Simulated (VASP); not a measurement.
# CuO (Tenorite) (Cc) in VASP: further runs, part 2 of 2

VASP 6.6.1.

**3. Single point, r2SCAN**

This run uses another cell than the first one, of 10.57 Å³/atom, 1.020 times its volume.

POSCAR reads:

```
CuO
1.0
    2.3755041962     -1.7359473225      0.0000000000
    2.3755041962      1.7359473225      0.0000000000
   -0.8718787375      0.0000000000      5.1260155593
Cu O
2 2
Direct
    0.4968000000      0.0032000000      0.5000000000
    0.0032000000      0.4968000000      0.0000000000
    0.4056000000      0.5714000000      0.7537000000
    0.5714000000      0.4056000000      0.2537000000
```

INCAR.step1 reads:

```
  PREC = Accurate
  ENCUT = 520
  ISMEAR = -1
  SIGMA = 0.05
  LREAL = False
  LASPH = True
  NELM = 60
  NBANDS = 25
  GGA = PE
  ALGO = Normal
  EDIFF = 1E-4
  LWAVE = True
  LCHARG = False
```

INCAR.step2 reads:

```
  PREC = Accurate
  ENCUT = 520
  EDIFF = 1E-6
  ISMEAR = -1
  SIGMA = 0.05
  LREAL = False
  LASPH = True
  NELM = 60
  ALGO = Normal
  ISIF = 2
  LWAVE = False
  LCHARG = False
  METAGGA = R2SCAN
  LMIXTAU = True
  NBANDS = 25
  ISTART = 1
```

KPOINTS reads:

```
regular mesh
0
Gamma
  10 10 5
```

Potentials or basis: VASP PAW PBE potentials, release 64 (Cu, O).

Started as:

```bash
cat potpaw_PBE.64/Cu/POTCAR potpaw_PBE.64/O/POTCAR > POTCAR
cp INCAR.step1 INCAR
mpirun -np 1 vasp_std > vasp.out
cp INCAR.step2 INCAR
mpirun -np 1 vasp_std > vasp.out
```

OUTCAR:

```text
PREC = Accurate
   ENCUT = 520
   EDIFF = 1E-6
   ISMEAR = -1
   LREAL = False
   LASPH = True
   NELM = 60
   ISIF = 2
   METAGGA = R2SCAN
   ISTART = 1

 ion  position               nearest neighbor table
   1  0.497  0.003  0.500-   4 1.93   3 1.96   4 2.00   3 2.05
   2  0.003  0.497  0.000-   3 1.93   4 1.96   3 2.00   4 2.05
   3  0.406  0.571  0.754-   2 1.93   1 1.96   2 2.00   1 2.05
   4  0.571  0.406  0.254-   1 1.93   2 1.96   1 2.00   2 2.05

  LATTYP: Found a base centered monoclinic cell.
 ALAT       =     4.7510083924
 B/A-ratio  =     0.7307700510
 C/A-ratio  =     1.0944277397
 COS(beta)  =    -0.1676807457

  Lattice vectors:

 A1 = (   2.3755041962,  -1.7359473225,   0.0000000000)
 A2 = (   2.3755041962,   1.7359473225,   0.0000000000)
 A3 = (  -0.8718787375,   0.0000000000,   5.1260155593)

Analysis of symmetry for initial positions (statically):
=====================================================================
 Subroutine PRICEL returns:
 Original cell was already a primitive cell.

 Routine SETGRP: Setting up the symmetry group for a
 base centered monoclinic supercell.

[... 166 lines left out ...]
  ext. energy  EPLUGINS =         0.00000000
  ---------------------------------------------------
  free energy    TOTEN  =       -36.29718519 eV

  energy without entropy =      -36.27826550  energy(sigma->0) =      -36.28772535

 E-fermi :   4.9598     XC(G=0): -12.3561

 val. band max:        4.9452958264   @ k =   0.5000   0.0000  -0.0000
 cond. band min:       4.9614951196   @ k =   0.3000   0.2000   0.4000
 fundamental gap:      0.0161992932
 Fermi energy:         4.9598446249

 k-point     1 :       0.0000    0.0000    0.0000
  band No.  band energies     occupation
      1     -15.7217      2.00000
      2     -14.5539      2.00000
      3      -2.9821      2.00000
      4      -0.4823      2.00000
      5      -0.1410      2.00000
      6       1.5778      2.00000
[... 661 lines left out ...]
     24      18.7954      0.00000
     25      19.9091      0.00000

 [... further k-points ...]
[... 5 lines left out ...]
  --------------------------------------------------------------------------------------
  -------------------------------------------------------------------------------------
  Total       -1.9769742     -1.1177871     -2.3890723      0.0000000      0.0000000     -0.0790596
  in kB      -74.9219922    -42.3611193    -90.5393997      0.0000000      0.0000000     -2.9961448
  external PRESSURE =     -69.2741704 kB  Pullay stress =       0.0000000 kB

 VOLUME and BASIS-vectors are now :
 -----------------------------------------------------------------------------
  energy-cutoff  :      520.00
  volume of cell :       42.28
      direct lattice vectors                 reciprocal lattice vectors
     2.375504196 -1.735947322  0.000000000     0.210481632 -0.288027173  0.035800605
     2.375504196  1.735947322  0.000000000     0.210481632  0.288027173  0.035800605
    -0.871878738  0.000000000  5.126015559     0.000000000  0.000000000  0.195083294

 POSITION                                       TOTAL-FORCE (eV/Angst)
 -----------------------------------------------------------------------------------
      0.75181     -0.85686      2.56301        -0.543095     -0.293036      0.210002
      1.18775      0.85686      0.00000        -0.543095      0.293036      0.210002
      1.66373      0.28782      3.86348         0.543095     -0.404520     -0.210002
      2.09967     -0.28782      1.30047         0.543095      0.404520     -0.210002
 -----------------------------------------------------------------------------------
    total drift:                               -0.007072      0.000000      0.000332

  FREE ENERGIE OF THE ION-ELECTRON SYSTEM (eV)
  ---------------------------------------------------
  free  energy   TOTEN  =       -36.2971851949 eV

  energy  without entropy=      -36.2782655043  energy(sigma->0) =      -36.28772535
```

It took 3.3 min on 1 thread of Intel Xeon 6975P-C (Granite Rapids), shared host; peak memory 0.25 GiB.

What came out:

```
Free energy            : -36.2972 eV
Pressure               : -6.9 GPa
Largest force          : 0.709 eV/Å
Band gap on the k mesh : zero (band 17 reaches 5.22 eV, above the bottom of band 18 at 4.63 eV)
```

Forces in eV/Å, atoms in the order of the input:
```
Cu  -0.543 -0.293  0.210
Cu  -0.543  0.293  0.210
O    0.543 -0.405 -0.210
O    0.543  0.405 -0.210
```

Caveat: the PAW data sets were made with another functional, which shifts forces and pressure a little; semilocal functionals often make such compounds metallic where correlation or magnetic order opens a gap, which also shifts bond lengths. With open d or f shells a metallic result of r2SCAN can be an artefact of self-interaction; +U or a hybrid may open a gap.

**4. Single point, r2SCAN**

This run uses another cell than the first one, of 10.77 Å³/atom, 1.039 times its volume.

POSCAR reads:

```
CuO
1.0
    2.3906352041     -1.7470046099      0.0000000000
    2.3906352041      1.7470046099      0.0000000000
   -0.8774322550      0.0000000000      5.1586662202
Cu O
2 2
Direct
    0.4968000000      0.0032000000      0.5000000000
    0.0032000000      0.4968000000      0.0000000000
    0.4056000000      0.5714000000      0.7537000000
    0.5714000000      0.4056000000      0.2537000000
```

INCAR.step1 reads:

```
SYSTEM = CuO
ALGO     = Normal         ! electronic algorithm
EDIFF    = 1E-4           ! SCF threshold, eV
ENCUT    = 520            ! plane-wave cutoff, eV
GGA      = PE             ! functional
ISMEAR   = -1             ! smearing method
LASPH    = .True.         ! aspherical terms in the spheres
LCHARG   = .False.        ! write CHGCAR
LREAL    = .False.        ! projectors in reciprocal space
LWAVE    = .True.         ! write WAVECAR
NBANDS   = 25             ! bands
NELM     = 80             ! most SCF steps
PREC     = Accurate       ! precision mode
SIGMA    = 0.05           ! smearing width, eV
```

INCAR.step2 reads:

```
SYSTEM = CuO
ALGO     = Normal         ! electronic algorithm
EDIFF    = 1E-6           ! SCF threshold, eV
ENCUT    = 520            ! plane-wave cutoff, eV
ISIF     = 2              ! what is computed and relaxed
ISMEAR   = -1             ! smearing method
ISTART   = 1            
LASPH    = .True.         ! aspherical terms in the spheres
LCHARG   = .False.        ! write CHGCAR
LMIXTAU  = .True.       
LREAL    = .False.        ! projectors in reciprocal space
LWAVE    = .False.        ! write WAVECAR
METAGGA  = R2SCAN         ! meta-GGA
NBANDS   = 25             ! bands
NELM     = 80             ! most SCF steps
PREC     = Accurate       ! precision mode
SIGMA    = 0.05           ! smearing width, eV
```

KPOINTS reads:

```
k-points
0
Gamma
  10 10 5
  0 0 0
```

Potentials or basis: VASP PAW PBE potentials, release 64 (Cu, O).

Started as:

```bash
cat potpaw_PBE.64/Cu/POTCAR potpaw_PBE.64/O/POTCAR > POTCAR
cp INCAR.step1 INCAR
mpirun -np 1 vasp_std > vasp.out
cp INCAR.step2 INCAR
mpirun -np 1 vasp_std > vasp.out
```

OUTCAR:

```text
SYSTEM = CuO
   EDIFF = 1E-6
   ENCUT = 520
   ISIF = 2
   ISMEAR = -1
   ISTART = 1
   LASPH = .True.
   LREAL = .False.
   METAGGA = R2SCAN
   NELM = 80
   PREC = Accurate

 ion  position               nearest neighbor table
   1  0.497  0.003  0.500-   4 1.94   3 1.97   4 2.02   3 2.06
   2  0.003  0.497  0.000-   3 1.94   4 1.97   3 2.02   4 2.06
   3  0.406  0.571  0.754-   2 1.94   1 1.97   2 2.02   1 2.06
   4  0.571  0.406  0.254-   1 1.94   2 1.97   1 2.02   2 2.06

  LATTYP: Found a base centered monoclinic cell.
 ALAT       =     4.7812704082
 B/A-ratio  =     0.7307700509
 C/A-ratio  =     1.0944277397
 COS(beta)  =    -0.1676807457

  Lattice vectors:

 A1 = (   2.3906352041,  -1.7470046099,   0.0000000000)
 A2 = (   2.3906352041,   1.7470046099,   0.0000000000)
 A3 = (  -0.8774322550,   0.0000000000,   5.1586662202)

Analysis of symmetry for initial positions (statically):
=====================================================================
 Subroutine PRICEL returns:
 Original cell was already a primitive cell.

 Routine SETGRP: Setting up the symmetry group for a
 base centered monoclinic supercell.

 Subroutine GETGRP returns: Found  2 space group operations
 (whereof  1 operations were pure point group operations)
 out of a pool of  4 trial point group operations.

The static configuration has the point symmetry C_1 .
 The point group associated with its full space group is C_1h.

Analysis of symmetry for dynamics (positions and initial velocities):
=====================================================================
 Subroutine PRICEL returns:
 Original cell was already a primitive cell.

 Routine SETGRP: Setting up the symmetry group for a
 base centered monoclinic supercell.

 Subroutine GETGRP returns: Found  2 space group operations
 (whereof  1 operations were pure point group operations)
 out of a pool of  4 trial point group operations.

The dynamic configuration has the point symmetry C_1 .
 The point group associated with its full space group is C_1h.

 Subroutine INISYM returns: Found  2 space group operations
 (whereof  1 operations are pure point group operations),
 and found     1 'primitive' translations

----------------------------------------------------------------------------------------

                                     Primitive cell

  volume of cell :      43.0898

  direct lattice vectors                    reciprocal lattice vectors
     2.390635204 -1.747004610  0.000000000     0.209149434 -0.286204168  0.035574013
     2.390635204  1.747004610  0.000000000     0.209149434  0.286204168  0.035574013
    -0.877432255  0.000000000  5.158666220     0.000000000  0.000000000  0.193848556

  length of vectors
     2.960939342  2.960939342  5.232754966     0.356260890  0.356260890  0.193848556

  position of ions in fractional coordinates (direct lattice)
     0.496800000  0.003200000  0.500000000
     0.003200000  0.496800000  0.000000000
     0.405600000  0.571400000  0.753700000
     0.571400000  0.405600000  0.253700000

  ion indices of the primitive-cell ions
   primitive index   ion index
                 1           1
                 2           2
                 3           3
                 4           4

----------------------------------------------------------------------------------------

 KPOINTS: k-points

Automatic generation of k-mesh.
 Grid dimensions read from file:
 generate k-points for:   10   10    5

 Generating k-lattice:

  Cartesian coordinates                     Fractional coordinates (reciprocal lattice)
     0.020914943 -0.028620417  0.003557401     0.100000000  0.000000000 -0.000000000
     0.020914943  0.028620417  0.003557401     0.000000000  0.100000000 -0.000000000
     0.000000000  0.000000000  0.038769711     0.000000000  0.000000000  0.200000000

  Length of vectors
     0.035626089  0.035626089  0.038769711

  Shift w.r.t. Gamma in fractional coordinates (k-lattice)
     0.000000000  0.000000000  0.000000000

 Subroutine IBZKPT returns following result:
 ===========================================

 Found    141 irreducible k-points:

 Following reciprocal coordinates:
            Coordinates               Weight
  0.000000  0.000000  0.000000      1.000000
  0.100000  0.000000  0.000000      4.000000
  0.200000  0.000000  0.000000      4.000000
  0.300000  0.000000  0.000000      4.000000
  0.400000  0.000000  0.000000      4.000000
  0.500000  0.000000 -0.000000      2.000000
[... 16 lines left out ...]
  0.300000  0.300000  0.000000      2.000000
  0.400000  0.300000 -0.000000      4.000000
 [... further k-points ...]
   k-points           NKPTS =    141   k-points in BZ     NKDIM =    141   number of bands    NBANDS=     25
   number of dos      NEDOS =    301   number of ions     NIONS =      4
   total plane-waves  NPLWV =  23040
   dimension x,y,z NGX =    24 NGY =   24 NGZ =   40
   dimension x,y,z NGXF=    48 NGYF=   48 NGZF=   80
   ions per type =               2   2
   NGX,Y,Z   is equivalent  to a cutoff of  13.48, 13.48, 12.71 a.u.
   NGXF,Y,Z  is equivalent  to a cutoff of  26.95, 26.95, 25.42 a.u.
 SYSTEM =  CuO
   PREC   = accura    normal or accurate (medium, high low for compatibility)
   ISTART =      1    job   : 0-new  1-cont  2-samecut
   ICHARG =      0    charge: 1-file 2-atom 10-const
   ISPIN  =      1    spin polarized calculation?
   LNONCOLLINEAR =      F non collinear calculations
   LSORBIT =      F    spin-orbit coupling
   LASPH  =      T    aspherical Exc in radial PAW
   ENCUT  =  520.0 eV  38.22 Ry    6.18 a.u.   5.51  5.51  9.73*2*pi/ulx,y,z
   NELM   =     80;   NELMIN=  2; NELMDL=  0     # of ELM steps
   EDIFF  = 0.1E-05   stopping-criterion for ELM
   LREAL  =      F    real-space projection
   EDIFFG = 0.1E-04   stopping-criterion for IOM
   NSW    =      0    number of steps for IOM
   IBRION =     -1    ionic relax: 0-MD 1-quasi-New 2-CG
   NFREE  =      0    steps in history (QN), initial steepest desc. (CG)
   ISIF   =      2    stress and relaxation
   ISYM   =      2    0-nonsym 1-usesym 2-fastsym
   POTIM  = 0.5000    time-step for ionic-motion
   TEBEG  =    0.0;   TEEND  =   0.0 temperature during run
   PSTRESS=    0.0 pullay stress
   NELECT =      34.0000    total number of electrons
   NUPDOWN=      -1.0000    fix difference up-down
   EMIN   =  10.00;   EMAX   =-10.00  energy-range for DOS
   EFERMI =   0.00;   METHOD = LEGACY
   ISMEAR =    -1;   SIGMA  =   0.05  broadening in eV -4-tet -1-fermi 0-gaus
   EFERMI_NEDOS =   21; number of points for ismear=-14 and -15
   IALGO  =     38    algorithm
   IMIX   =      4    mixing-type and parameters
     AMIX     =   0.40;   BMIX     =  1.00
     AMIX_MAG =   1.60;   BMIX_MAG =  1.00
  volume/ion in A,a.u.               =      10.77        72.70
  Fermi-wavevector in a.u.,A,eV,Ry     =   1.512782  2.858743 31.137040  2.288508
  Thomas-Fermi vector in A             =   2.622660
   LORBIT       =      0    0 simple, 1 ext, 2 COOP (PROOUT), +10 PAW based schemes
   METAGGA = R2SCAN    functional components
   LHFCALC =     F    Hartree Fock is set to
   AEXX    =    0.0000 exact exchange contribution
   IVDW    =     0    specifies the selected vdW correction
   LEPSILON=     F    determine dielectric tensor
   LRPA    =     F    only Hartree local field effects (RPA)
 non-spin polarized calculation
  energy-cutoff  :      520.00
  volume of cell :       43.09
 maximum number of plane-waves:      1180
 NGX is ok and might be reduce to    24
   NGX = 11   NGY = 11   NGZ = 19

 number of electron      33.9999988 magnetization

 Free energy of the ion-electron system (eV)
  ---------------------------------------------------
  ext. energy  EPLUGINS =         0.00000000
  ---------------------------------------------------
  free energy    TOTEN  =       -36.25566210 eV

  energy without entropy =      -36.23648050  energy(sigma->0) =      -36.24607130

 E-fermi :   4.7098     XC(G=0): -12.2394

 val. band max:        4.7096883185   @ k =   0.3000   0.2000   0.4000
 cond. band min:       4.7121568303   @ k =   0.4000   0.2000   0.4000
 fundamental gap:      0.0024685117
 Fermi energy:         4.7098226109

 k-point     1 :       0.0000    0.0000    0.0000
  band No.  band energies     occupation
      1     -15.7970      2.00000
      2     -14.6765      2.00000
      3      -3.0421      2.00000
      4      -0.5911      2.00000
      5      -0.2553      2.00000
      6       1.4176      2.00000
[... 17 lines left out ...]
     24      21.5193      0.00000
     25      21.8346      0.00000
[... 621 lines left out ...]
      3      -1.8051      2.00000
      4      -1.5140      2.00000
      5      -0.6003      2.00000
      6      -0.4146      2.00000
[... 17 lines left out ...]
     24      18.4047      0.00000
     25      19.5468      0.00000

 [... further k-points ...]
[... 5 lines left out ...]
  --------------------------------------------------------------------------------------
  -------------------------------------------------------------------------------------
  Total       -2.7993070     -1.7194061     -3.3109491      0.0000000      0.0000000      0.0303856
  in kB     -104.0845634    -63.9314059   -123.1085745      0.0000000      0.0000000      1.1298040
  external PRESSURE =     -97.0415146 kB  Pullay stress =       0.0000000 kB

 VOLUME and BASIS-vectors are now :
 -----------------------------------------------------------------------------
  energy-cutoff  :      520.00
  volume of cell :       43.09
      direct lattice vectors                 reciprocal lattice vectors
     2.390635204 -1.747004610  0.000000000     0.209149434 -0.286204168  0.035574013
     2.390635204  1.747004610  0.000000000     0.209149434  0.286204168  0.035574013
    -0.877432255  0.000000000  5.158666220     0.000000000  0.000000000  0.193848556

 POSITION                                       TOTAL-FORCE (eV/Angst)
 -----------------------------------------------------------------------------------
      0.75660     -0.86232      2.57933        -0.500551     -0.264205      0.191585
      1.19532      0.86232      0.00000        -0.500551      0.264205      0.191585
      1.67433      0.28965      3.88809         0.500551     -0.454707     -0.191585
      2.11305     -0.28965      1.30875         0.500551      0.454707     -0.191585
 -----------------------------------------------------------------------------------
    total drift:                                0.001251      0.000000      0.000675

  FREE ENERGIE OF THE ION-ELECTRON SYSTEM (eV)
  ---------------------------------------------------
  free  energy   TOTEN  =       -36.2556621043 eV

  energy  without entropy=      -36.2364804989  energy(sigma->0) =      -36.24607130
```

Wall time 3.7 min (1 thread of Intel Xeon 6975P-C (Granite Rapids), shared host); peak memory 0.26 GiB.

What came out:

```yaml
Free_energy: -36.2557 eV
Pressure: -9.7 GPa
Largest_force: 0.703 eV/Å
Band_gap_on_the_k_mesh: zero (band 17 reaches 4.97 eV, above the bottom of band 18 at 4.39 eV)
```

Forces in eV/Å, atoms in the order of the input:
```
Cu  -0.501 -0.264  0.192
Cu  -0.501  0.264  0.192
O    0.501 -0.455 -0.192
O    0.501  0.455 -0.192
```

Levels at points of the mesh, in eV from the Fermi level:
```tsv
k point	band 14	band 15	band 16	band 17	band 18	band 19	band 20	band 21
(0.00, 0.00, 0.00)	-2.23	-2.14	-1.74	0.20	0.89	1.84	6.49	8.36
(0.50, 0.00, 0.00)	-1.65	-1.52	-1.44	-0.01	0.30	5.35	6.60	7.20
(0.50, 0.50, 0.00)	-2.11	-1.64	-1.30	-0.71	1.04	3.93	7.34	8.95
```

Caveat: the PAW data sets were made with another functional, which shifts forces and pressure a little; semilocal functionals often make such compounds metallic where correlation or magnetic order opens a gap, which also shifts bond lengths. With open d or f shells a metallic result of r2SCAN can be an artefact of self-interaction; +U or a hybrid may open a gap.

**5. Overview**

| cell | gap on the mesh (eV) | pressure (GPa) | largest force (eV/Å) |
| --- | --- | --- | --- |
| a = 2.923, b = 2.923, c = 5.166 Å, angles 97.8, 97.8, 72.3°, 4 atoms | none | -3.9 | 0.72 |
| a = 2.942, b = 2.942, c = 5.200 Å, angles 97.8, 97.8, 72.3°, 4 atoms | none | -6.9 | 0.71 |
| a = 2.961, b = 2.961, c = 5.233 Å, angles 97.8, 97.8, 72.3°, 4 atoms | none | -9.7 | 0.70 |

Alike in all rows: task single point; level r2SCAN; potentials or basis VASP PAW PBE potentials, release 64 (Cu, O); no spin polarisation; k mesh 10 × 10 × 5; cutoff (eV) 520; smearing fermi-dirac 0.05 eV.

Caveats: the PAW data sets were made with another functional, which shifts forces and pressure a little; semilocal functionals often make such compounds metallic where correlation or magnetic order opens a gap, which also shifts bond lengths.

Total energies depend on the potentials used, so only differences within one code and one set of settings carry meaning.
